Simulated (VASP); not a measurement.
# Ge in VASP: notebook, part 2 of 2

VASP 6.6.1. Earlier steps stand in the parts before.

### Step 3. Single point, r2SCAN

Input file POSCAR:

```
Ge
1.0
   -0.0141875234      2.8304109260      2.8304109260
    2.8304109260     -0.0141875234      2.8304109260
    2.8304109260      2.8304109260     -0.0141875234
Ge
2
Direct
   -0.0003071206     -0.0003071206     -0.0003071206
    0.2503071206      0.2503071206      0.2503071206
```

Input file INCAR.step1:

```
ALGO = Normal
EDIFF = 1E-4
ENCUT = 520
GGA = PE
ISMEAR = 0
LASPH = T
LCHARG = F
LREAL = F
LWAVE = T
NBANDS = 21
NELM = 100
PREC = Accurate
SIGMA = 0.01
```

Input file INCAR.step2:

```
ALGO = Normal
EDIFF = 1E-6
ENCUT = 520
ISIF = 2
ISMEAR = 0
ISTART = 1
LASPH = T
LCHARG = F
LMIXTAU = T
LREAL = F
LWAVE = F
METAGGA = R2SCAN
NBANDS = 21
NELM = 100
PREC = Accurate
SIGMA = 0.01
```

Input file KPOINTS:

```
k-points
0
Gamma
  12 12 12
```

Potentials or basis: VASP PAW PBE potentials, release 64 (Ge_d).

Command:

```
$ cat potpaw_PBE.64/Ge_d/POTCAR > POTCAR
$ cp INCAR.step1 INCAR
$ mpirun -np 1 vasp_std > vasp.out
$ cp INCAR.step2 INCAR
$ mpirun -np 1 vasp_std > vasp.out
```

OUTCAR:

```text
EDIFF = 1E-6
   ENCUT = 520
   ISIF = 2
   ISMEAR = 0
   ISTART = 1
   LASPH = T
   LREAL = F
   METAGGA = R2SCAN
   NELM = 100
   PREC = Accurate

 ion  position               nearest neighbor table
   1  1.000  1.000  1.000-   2 2.45   2 2.46   2 2.46   2 2.46
   2  0.250  0.250  0.250-   1 2.45   1 2.46   1 2.46   1 2.46

  LATTYP: Found a trigonal (rhomboedric) cell.
 ALAT       =     4.0028306617
 COS(alpha) =     0.4949812504

  Lattice vectors:

 A1 = (  -0.0141875234,   2.8304109260,   2.8304109260)
 A2 = (   2.8304109260,  -0.0141875234,   2.8304109260)
 A3 = (   2.8304109260,   2.8304109260,  -0.0141875234)

Analysis of symmetry for initial positions (statically):
=====================================================================
 Subroutine PRICEL returns:
 Original cell was already a primitive cell.

 Routine SETGRP: Setting up the symmetry group for a
 trigonal (rhombohedral) supercell.

 Subroutine GETGRP returns: Found 12 space group operations
 (whereof  6 operations were pure point group operations)
 out of a pool of 12 trial point group operations.

The static configuration has the point symmetry C_3v.
 The point group associated with its full space group is D_3d.

Analysis of symmetry for dynamics (positions and initial velocities):
=====================================================================
 Subroutine PRICEL returns:
 Original cell was already a primitive cell.

 Routine SETGRP: Setting up the symmetry group for a
 trigonal (rhombohedral) supercell.

 Subroutine GETGRP returns: Found 12 space group operations
 (whereof  6 operations were pure point group operations)
 out of a pool of 12 trial point group operations.

The dynamic configuration has the point symmetry C_3v.
 The point group associated with its full space group is D_3d.

 Subroutine INISYM returns: Found 12 space group operations
 (whereof  6 operations are pure point group operations),
 and found     1 'primitive' translations

----------------------------------------------------------------------------------------

                                     Primitive cell

  volume of cell :      45.6911

  direct lattice vectors                    reciprocal lattice vectors
    -0.014187523  2.830410926  2.830410926    -0.175330096  0.176213371  0.176213371
     2.830410926 -0.014187523  2.830410926     0.176213371 -0.175330096  0.176213371
     2.830410926  2.830410926 -0.014187523     0.176213371  0.176213371 -0.175330096

  length of vectors
     4.002830662  4.002830662  4.002830662     0.304701406  0.304701406  0.304701406

  position of ions in fractional coordinates (direct lattice)
     0.999692879  0.999692879  0.999692879
     0.250307121  0.250307121  0.250307121

  ion indices of the primitive-cell ions
   primitive index   ion index
                 1           1
                 2           2

----------------------------------------------------------------------------------------

 KPOINTS: k-points

Automatic generation of k-mesh.
 Grid dimensions read from file:
 generate k-points for:   12   12   12

 Generating k-lattice:

  Cartesian coordinates                     Fractional coordinates (reciprocal lattice)
    -0.014610841  0.014684448  0.014684448     0.083333333  0.000000000  0.000000000
     0.014684448 -0.014610841  0.014684448     0.000000000  0.083333333  0.000000000
     0.014684448  0.014684448 -0.014610841     0.000000000  0.000000000  0.083333333

  Length of vectors
     0.025391784  0.025391784  0.025391784

  Shift w.r.t. Gamma in fractional coordinates (k-lattice)
     0.000000000  0.000000000  0.000000000

 Subroutine IBZKPT returns following result:
 ===========================================

 Found    189 irreducible k-points:

 Following reciprocal coordinates:
            Coordinates               Weight
  0.000000  0.000000  0.000000      1.000000
  0.083333  0.000000  0.000000      6.000000
  0.166667  0.000000  0.000000      6.000000
  0.250000  0.000000  0.000000      6.000000
  0.333333  0.000000 -0.000000      6.000000
  0.416667  0.000000  0.000000      6.000000
[... 16 lines left out ...]
  0.500000  0.166667  0.000000     12.000000
 -0.416667  0.166667 -0.000000     12.000000
 [... further k-points ...]
   k-points           NKPTS =    189   k-points in BZ     NKDIM =    189   number of bands    NBANDS=     21
   number of dos      NEDOS =    301   number of ions     NIONS =      2
   total plane-waves  NPLWV =  27000
   dimension x,y,z NGX =    30 NGY =   30 NGZ =   30
   dimension x,y,z NGXF=    60 NGYF=   60 NGZF=   60
   ions per type =               2
   NGX,Y,Z   is equivalent  to a cutoff of  12.46, 12.46, 12.46 a.u.
   NGXF,Y,Z  is equivalent  to a cutoff of  24.92, 24.92, 24.92 a.u.
 SYSTEM =  unknown system
   PREC   = accura    normal or accurate (medium, high low for compatibility)
   ISTART =      1    job   : 0-new  1-cont  2-samecut
   ICHARG =      0    charge: 1-file 2-atom 10-const
   ISPIN  =      1    spin polarized calculation?
   LNONCOLLINEAR =      F non collinear calculations
   LSORBIT =      F    spin-orbit coupling
   LASPH  =      T    aspherical Exc in radial PAW
   ENCUT  =  520.0 eV  38.22 Ry    6.18 a.u.   7.44  7.44  7.44*2*pi/ulx,y,z
   NELM   =    100;   NELMIN=  2; NELMDL=  0     # of ELM steps
   EDIFF  = 0.1E-05   stopping-criterion for ELM
   LREAL  =      F    real-space projection
   EDIFFG = 0.1E-04   stopping-criterion for IOM
   NSW    =      0    number of steps for IOM
   IBRION =     -1    ionic relax: 0-MD 1-quasi-New 2-CG
   NFREE  =      0    steps in history (QN), initial steepest desc. (CG)
   ISIF   =      2    stress and relaxation
   ISYM   =      2    0-nonsym 1-usesym 2-fastsym
   POTIM  = 0.5000    time-step for ionic-motion
   TEBEG  =    0.0;   TEEND  =   0.0 temperature during run
   PSTRESS=    0.0 pullay stress
   NELECT =      28.0000    total number of electrons
   NUPDOWN=      -1.0000    fix difference up-down
   EMIN   =  10.00;   EMAX   =-10.00  energy-range for DOS
   EFERMI =   0.00;   METHOD = LEGACY
   ISMEAR =     0;   SIGMA  =   0.01  broadening in eV -4-tet -1-fermi 0-gaus
   EFERMI_NEDOS =   21; number of points for ismear=-14 and -15
   IALGO  =     38    algorithm
   IMIX   =      4    mixing-type and parameters
     AMIX     =   0.40;   BMIX     =  1.00
     AMIX_MAG =   1.60;   BMIX_MAG =  1.00
  volume/ion in A,a.u.               =      22.85       154.17
  Fermi-wavevector in a.u.,A,eV,Ry     =   1.390540  2.627741 26.308264  1.933603
  Thomas-Fermi vector in A             =   2.514466
   LORBIT       =      0    0 simple, 1 ext, 2 COOP (PROOUT), +10 PAW based schemes
   METAGGA = R2SCAN    functional components
   LHFCALC =     F    Hartree Fock is set to
   AEXX    =    0.0000 exact exchange contribution
   IVDW    =     0    specifies the selected vdW correction
   LEPSILON=     F    determine dielectric tensor
   LRPA    =     F    only Hartree local field effects (RPA)
 non-spin polarized calculation
 Gauss-broadening in eV      SIGMA  =   0.01
  energy-cutoff  :      520.00
  volume of cell :       45.69
 maximum number of plane-waves:      1251
 NGX is ok and might be reduce to    30
   NGX = 15   NGY = 15   NGZ = 15

 number of electron      28.0000014 magnetization

 Free energy of the ion-electron system (eV)
  ---------------------------------------------------
  ext. energy  EPLUGINS =         0.00000000
  ---------------------------------------------------
  free energy    TOTEN  =       -27.74370013 eV

  energy without entropy =      -27.74370013  energy(sigma->0) =      -27.74370013

 E-fermi :   4.9044     XC(G=0): -10.7722

 val. band max:        4.7529269705   @ k =   0.0000   0.0000   0.0000
 cond. band min:       5.0245701030   @ k =   0.0000   0.0000   0.0000
 fundamental gap:      0.2716431324
 Fermi energy:         4.9043804243

 k-point     1 :       0.0000    0.0000    0.0000
  band No.  band energies     occupation
      1     -20.7738      2.00000
      2     -20.7679      2.00000
      3     -20.7679      2.00000
      4     -20.7312      2.00000
      5     -20.7312      2.00000
      6     -20.5208      2.00000
[... 13 lines left out ...]
     20      14.6253      0.00000
     21      14.6253      0.00000
[... 529 lines left out ...]
 k-point    24 :      -0.4167    0.1667   -0.0000
  band No.  band energies     occupation
      1     -20.8118      2.00000
      2     -20.8019      2.00000
      3     -20.7290      2.00000
      4     -20.6767      2.00000
      5     -20.6676      2.00000
      6     -20.5753      2.00000
[... 13 lines left out ...]
     20      14.9402      0.00000
     21      15.6889      0.00000

 [... further k-points ...]

------------------------ aborting loop because EDIFF is reached ----------------------------------------

  FORCE on cell =-STRESS in cart. coord.  units (eV):
  Direction    XX          YY          ZZ          XY          YZ          ZX
  --------------------------------------------------------------------------------------
  -------------------------------------------------------------------------------------
  Total        0.0162836      0.0162836      0.0162836      0.0936096      0.0936096      0.0936096
  in kB        0.5709896      0.5709896      0.5709896      3.2824600      3.2824600      3.2824600
  external PRESSURE =       0.5709896 kB  Pullay stress =       0.0000000 kB

 VOLUME and BASIS-vectors are now :
 -----------------------------------------------------------------------------
  energy-cutoff  :      520.00
  volume of cell :       45.69
      direct lattice vectors                 reciprocal lattice vectors
    -0.014187523  2.830410926  2.830410926    -0.175330096  0.176213371  0.176213371
     2.830410926 -0.014187523  2.830410926     0.176213371 -0.175330096  0.176213371
     2.830410926  2.830410926 -0.014187523     0.176213371  0.176213371 -0.175330096

 POSITION                                       TOTAL-FORCE (eV/Angst)
 -----------------------------------------------------------------------------------
      5.64490      5.64490      5.64490        -0.002032     -0.002032     -0.002032
      1.41339      1.41339      1.41339         0.002032      0.002032      0.002032
 -----------------------------------------------------------------------------------
    total drift:                                0.000000      0.000000      0.000000

  FREE ENERGIE OF THE ION-ELECTRON SYSTEM (eV)
  ---------------------------------------------------
  free  energy   TOTEN  =       -27.7437001300 eV

  energy  without entropy=      -27.7437001300  energy(sigma->0) =      -27.74370013
```

OUTCAR.step1:

```text
EDIFF = 1E-4
   ENCUT = 520
   GGA = PE
   ISMEAR = 0
   LASPH = T
[... 800 lines left out ...]
 -----------------------------------------------------------------------------------
      5.64490      5.64490      5.64490        -0.008402     -0.008402     -0.008402
      1.41339      1.41339      1.41339         0.008402      0.008402      0.008402
 -----------------------------------------------------------------------------------
    total drift:                                0.000000      0.000000      0.000000

  FREE ENERGIE OF THE ION-ELECTRON SYSTEM (eV)
  ---------------------------------------------------
  free  energy   TOTEN  =        -9.0167228477 eV

  energy  without entropy=       -9.0167228457  energy(sigma->0) =       -9.01672285
```

OSZICAR.step1:

```text
N       E                     dE             d eps       ncg     rms          rms(c)
DAV:   1     0.189331513488E+03    0.18933E+03   -0.14579E+04  8843   0.361E+03
DAV:   2     0.186713077326E+02   -0.17066E+03   -0.16538E+03  7968   0.622E+02
DAV:   3    -0.818599639345E+01   -0.26857E+02   -0.26684E+02  9093   0.143E+02
DAV:   4    -0.908624056953E+01   -0.90024E+00   -0.89980E+00  9028   0.307E+01
DAV:   5    -0.910127759278E+01   -0.15037E-01   -0.15037E-01  9026   0.437E+00    0.316E+00
DAV:   6    -0.904464390435E+01    0.56634E-01   -0.21153E-02  9117   0.143E+00    0.187E+00
DAV:   7    -0.901486020429E+01    0.29784E-01   -0.47156E-02  8870   0.195E+00    0.147E-01
DAV:   8    -0.901655912574E+01   -0.16989E-02   -0.59447E-03  8848   0.948E-01    0.426E-02
DAV:   9    -0.901670078609E+01   -0.14166E-03   -0.21039E-04  7619   0.205E-01    0.160E-02
DAV:  10    -0.901672284771E+01   -0.22062E-04   -0.39205E-05  6485   0.658E-02
   1 F= -.90167228E+01 E0= -.90167228E+01  d E =-.198663E-08
```

It took 5.3 min on 1 thread of AMD EPYC 9R45 (Zen 5), shared host; peak memory 0.24 GiB.

What came out:

* Free energy: -27.7437 eV
* Pressure: 0.1 GPa
* Largest force: 0.004 eV/Å
* Band gap on the k mesh: 0.27 eV

Forces in eV/Å, atoms in the order of the input:
```
Ge  -0.002 -0.002 -0.002
Ge   0.002  0.002  0.002
```

Levels at points of the mesh, in eV from the valence-band top:
| k point | band 11 | band 12 | band 13 | band 14 | band 15 | band 16 | band 17 | band 18 |
| --- | --- | --- | --- | --- | --- | --- | --- | --- |
| (0.00, 0.00, 0.00) | -13.27 | -0.06 | -0.06 | 0.00 | 0.27 | 2.64 | 2.64 | 2.72 |
| (0.50, 0.00, 0.00) | -11.12 | -7.87 | -1.51 | -1.48 | 0.40 | 3.95 | 3.98 | 7.62 |
| (0.50, 0.50, 0.00) | -9.24 | -9.21 | -3.26 | -3.20 | 0.90 | 0.98 | 9.96 | 10.00 |
| (0.50, 0.50, 0.50) | -11.07 | -7.86 | -1.55 | -1.55 | 0.29 | 3.92 | 3.92 | 7.56 |

Caveat: the PAW data sets were made with another functional, which shifts forces and pressure a little.

### Step 4. Relaxation of cell and atoms, r2SCAN

This run uses another cell than the first one, of 22.64 Å³/atom.

Input file POSCAR:

```
Ge
1.0
    0.0000000000      2.8290000000      2.8290000000
    2.8290000000      0.0000000000      2.8290000000
    2.8290000000      2.8290000000      0.0000000000
Ge
2
Direct
    0.0000000000      0.0000000000      0.0000000000
    0.2500000000      0.2500000000      0.2500000000
```

Input file INCAR.step1:

```
PREC = Accurate ; ENCUT = 600
ISMEAR = 0 ; SIGMA = 0.01
LREAL = F ; LASPH = T
NELM = 100 ; GGA = PE
ALGO = Normal ; EDIFF = 1E-4
LWAVE = T ; LCHARG = F
```

Input file INCAR.step2:

```
PREC = Accurate ; ENCUT = 600
EDIFF = 1E-7 ; ISMEAR = 0
SIGMA = 0.01 ; LREAL = F
LASPH = T ; NELM = 100
ALGO = Normal ; ISIF = 3
LWAVE = F ; LCHARG = F
METAGGA = R2SCAN ; LMIXTAU = T
IBRION = 2 ; NSW = 80
EDIFFG = -5E-4 ; ISTART = 1
```

Input file KPOINTS:

```
regular mesh
0
Gamma
  12 12 12
```

Command:

```
$ cat potpaw_PBE.64/Ge_d/POTCAR > POTCAR
$ cp INCAR.step1 INCAR
$ mpirun -np 1 vasp_std > vasp.out
$ cp INCAR.step2 INCAR
$ mpirun -np 1 vasp_std > vasp.out
```

Wall time 13 min (1 thread of AMD EPYC 9R45 (Zen 5), shared host); peak memory 0.2 GiB.

The run converged. Its results:

| Item | Value |
| --- | --- |
| Free energy | -27.7458 eV |
| Relaxed volume | 22.88 Å³/atom |
| Relaxed cell | a = 4.015 Å, b = 4.015 Å, c = 4.015 Å, α = 60.00°, β = 60.00°, γ = 60.00° |
| Space group after relaxing (to 0.1 Å) | Fd-3m (No. 227) |
| Energy gained by relaxing | 0.5 meV/atom |
| Ionic steps | 7 |
| Pressure after relaxing | 0.0 GPa |
| Band gap on the k mesh | 0.30 eV |

Step by step:
| step | energy change (eV) | largest force (eV/Å) | pressure (GPa) | volume (Å³) |
| --- | --- | --- | --- | --- |
| 1 | 0.0000 | 0.0000 | 0.77 | 45.28 |
| 2 | -0.0008 | 0.0000 | -0.33 | 46.00 |
| 3 | -0.0011 | 0.0000 | 0.01 | 45.75 |
| 4 | -0.0011 | 0.0000 | 0.01 | 45.76 |
| 5 | -0.0011 | 0.0000 | -0.02 | 45.78 |
| 6 | -0.0011 | 0.0000 | -0.01 | 45.77 |
| 7 | -0.0011 | 0.0000 | 0.00 | 45.76 |

Final structure:
```yaml
crystal:
  lattice:
    - [0.00000, 2.83892, 2.83892]
    - [2.83892, 0.00000, 2.83892]
    - [2.83892, 2.83892, 0.00000]
  atoms:
    - { symbol: Ge, position: [0.00000, 0.00000, 0.00000] }
    - { symbol: Ge, position: [0.25000, 0.25000, 0.25000] }
```

Levels at points of the mesh, in eV from the valence-band top:
```
           k point  band 12  band 13  band 14  band 15  band 16  band 17
(0.00, 0.00, 0.00)     0.00     0.00     0.00     0.30     2.71     2.71
(0.50, 0.00, 0.00)    -7.82    -1.47    -1.47     0.41     3.99     3.99
(0.50, 0.50, 0.00)    -9.18    -3.19    -3.19     0.99     0.99    10.01
```

Caveat: the PAW data sets were made with another functional, which shifts forces and pressure a little.

### Step 5. Relaxation of the atoms, r2SCAN

Input file POSCAR:

```
Ge
1.0
    0.0000000000      2.8375046877      2.8375046877
    2.8375046877      0.0000000000      2.8375046877
    2.8375046877      2.8375046877      0.0000000000
Ge
2
Direct
    0.0000000000      0.0000000000      0.0000000000
    0.2500000000      0.2500000000      0.2500000000
```

Input file INCAR.step1:

```
ALGO     = Normal         # electronic algorithm
EDIFF    = 1E-4           # SCF threshold, eV
ENCUT    = 520            # plane-wave cutoff, eV
GGA      = PE             # functional
ISMEAR   = 0              # smearing method
LASPH    = T              # aspherical terms in the spheres
LCHARG   = F              # write CHGCAR
LREAL    = F              # projectors in reciprocal space
LWAVE    = T              # write WAVECAR
NELM     = 60             # most SCF steps
PREC     = Accurate       # precision mode
SIGMA    = 0.01           # smearing width, eV
```

Input file INCAR.step2:

```
ALGO     = Normal         # electronic algorithm
EDIFF    = 1E-7           # SCF threshold, eV
EDIFFG   = -5E-4          # ionic threshold
ENCUT    = 520            # plane-wave cutoff, eV
IBRION   = 2              # ionic algorithm
ISIF     = 2              # what is computed and relaxed
ISMEAR   = 0              # smearing method
ISTART   = 1            
LASPH    = T              # aspherical terms in the spheres
LCHARG   = F              # write CHGCAR
LMIXTAU  = T            
LREAL    = F              # projectors in reciprocal space
LWAVE    = F              # write WAVECAR
METAGGA  = R2SCAN         # meta-GGA
NELM     = 60             # most SCF steps
NSW      = 80             # ionic steps
PREC     = Accurate       # precision mode
SIGMA    = 0.01           # smearing width, eV
```

Input file KPOINTS:

```
k-points
0
Gamma
  12 12 12
```

Command:

```
$ cat potpaw_PBE.64/Ge_d/POTCAR > POTCAR
$ cp INCAR.step1 INCAR
$ mpirun -np 1 vasp_std > vasp.out
$ cp INCAR.step2 INCAR
$ mpirun -np 1 vasp_std > vasp.out
```

Run time: 3 min. Hardware: 1 thread of Oxide Virtual Turin-like, shared host; peak memory 0.16 GiB.

It converged, with:

```yaml
Free_energy: -27.7444 eV
Pressure_after_relaxing: 0.0 GPa
Band_gap_on_the_k_mesh: 0.32 eV
```

Final structure:
```yaml
crystal:
  lattice:
    - [0.00000, 2.83750, 2.83750]
    - [2.83750, 0.00000, 2.83750]
    - [2.83750, 2.83750, 0.00000]
  atoms:
    - { symbol: Ge, position: [0.00000, 0.00000, 0.00000] }
    - { symbol: Ge, position: [0.25000, 0.25000, 0.25000] }
```

Levels at points of the mesh, in eV from the valence-band top:
| k point | band 10 | band 11 | band 12 | band 13 | band 14 | band 15 | band 16 | band 17 | band 18 |
| --- | --- | --- | --- | --- | --- | --- | --- | --- | --- |
| (0.00, 0.00, 0.00) | -25.21 | -13.23 | 0.00 | 0.00 | 0.00 | 0.32 | 2.71 | 2.71 | 2.71 |
| (0.50, 0.00, 0.00) | -25.19 | -11.06 | -7.82 | -1.47 | -1.47 | 0.41 | 3.99 | 3.99 | 7.65 |
| (0.50, 0.50, 0.00) | -25.17 | -9.18 | -9.18 | -3.19 | -3.19 | 0.98 | 0.98 | 10.03 | 10.03 |

Caveat: the relaxation stopped at its first step, so nothing moved; the PAW data sets were made with another functional, which shifts forces and pressure a little. A k mesh can miss the band edges.

### Step 6. Overview

| task | cell | cutoff (eV) | gap on the mesh (eV) | pressure (GPa) |
| --- | --- | --- | --- | --- |
| single point | a = 4.023 Å, angles 59.7°, 2 atoms | 520 | 0.29 | 0.1 |
| single point | a = 4.003 Å, angles 60.3°, 2 atoms | 520 | 0.27 | 0.1 |
| relaxation of cell and atoms | relaxed from a = 4.001 Å, angles 60.0°, 2 atoms | 600 | 0.30 | 0.0 |
| relaxation of the atoms | atoms relaxed from a = 4.013 Å, angles 60.0°, 2 atoms | 520 | 0.32 | 0.0 |

Alike in all rows: level r2SCAN; potentials or basis VASP PAW PBE potentials, release 64 (Ge_d); no spin polarisation; k mesh 12 × 12 × 12; smearing gaussian 0.01 eV.

Caveats: the PAW data sets were made with another functional, which shifts forces and pressure a little; the relaxation stopped at its first step, so nothing moved (at least some runs).

Total energies depend on the potentials used, so only differences within one code and one set of settings carry meaning.
